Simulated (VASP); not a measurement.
This VASP 6.6.1 run on AlCo needs a look.

File POSCAR:

```
AlCo
1.0
    2.8194032100      0.0000000000      0.0000000000
    0.0000000000      2.8194032100      0.0000000000
    0.0000000000      0.0000000000      2.8194032100
Co Al
1 1
Direct
    0.5000000000      0.5000000000      0.5000000000
    0.0000000000      0.0000000000      0.0000000000
```

The input INCAR.step1:

```
SYSTEM = AlCo
  ALGO = Normal
  EDIFF = 1E-6
  ENCUT = 310
  GGA = CA
  GGA_COMPAT = .False.
  ISMEAR = 1
  ISPIN = 2
  LASPH = .True.
  LCHARG = .True.
  LDAU = .True.
  LDAUJ = 0 0
  LDAUL = 2 -1
  LDAUTYPE = 2
  LDAUU = 5 0
  LMAXMIX = 4
  LORBIT = 11
  LREAL = .False.
  LWAVE = .False.
  MAGMOM = 2 0
  NBANDS = 28
  NELM = 200
  PREC = Accurate
  SIGMA = 0.1
```

KPOINTS.step1

```
k-points
0
Gamma
  11 11 11
```

The input INCAR.step2:

```
SYSTEM = AlCo
  ALGO = Normal
  EDIFF = 1E-6
  EMAX = 18.1309
  EMIN = -6.8691
  ENCUT = 310
  GGA = CA
  GGA_COMPAT = .False.
  ICHARG = 11
  ISMEAR = -5
  ISPIN = 2
  LASPH = .True.
  LCHARG = .False.
  LDAU = .True.
  LDAUJ = 0 0
  LDAUL = 2 -1
  LDAUTYPE = 2
  LDAUU = 5 0
  LMAXMIX = 4
  LORBIT = 11
  LREAL = .False.
  LWAVE = .False.
  MAGMOM = 2 0
  NBANDS = 28
  NEDOS = 2001
  NELM = 62
  PREC = Accurate
```

File KPOINTS.step2:

```
Automatic mesh
0
Gamma
  1 1 1
  0 0 0
```

Potentials or basis: VASP PAW LDA potentials, release 64 (Co, Al).

The run is started by

```bash
$ cat potpaw_LDA.64/Co/POTCAR potpaw_LDA.64/Al/POTCAR > POTCAR
$ cp INCAR.step1 INCAR
$ cp KPOINTS.step1 KPOINTS
$ mpirun -np 1 vasp_std > vasp.out
$ cp INCAR.step2 INCAR
$ cp KPOINTS.step2 KPOINTS
$ mpirun -np 1 vasp_std > vasp.out
```

OUTCAR:

```text
SYSTEM = AlCo
   EDIFF = 1E-6
   EMIN = -6.8691
   ENCUT = 310
   GGA = CA
   ICHARG = 11
   ISMEAR = -5
   ISPIN = 2
   LASPH = .True.
   LORBIT = 11
   LREAL = .False.
   NELM = 62
   PREC = Accurate

|       ---->  I REFUSE TO CONTINUE WITH THIS SICK JOB ... BYE!!! <----       |
|                                                                             |
 -----------------------------------------------------------------------------
```

On the terminal:

```text
POSCAR found type information on POSCAR CoAl
 POSCAR found :  2 types and       2 ions
[... 18 lines left out ...]

1
```

Question: What happened, and what is wrong with the input?

Answer: The input was rejected before any iteration. The input holds a flaw that was put in on purpose: tetrahedra on too few k points (KPAR = left out; k = 1 × 1 × 1).

A sound run on the same cell differs in these lines of the main input:
```diff
@@ -26 +26 @@
-  NELM = 62
+  NELM = 200
```
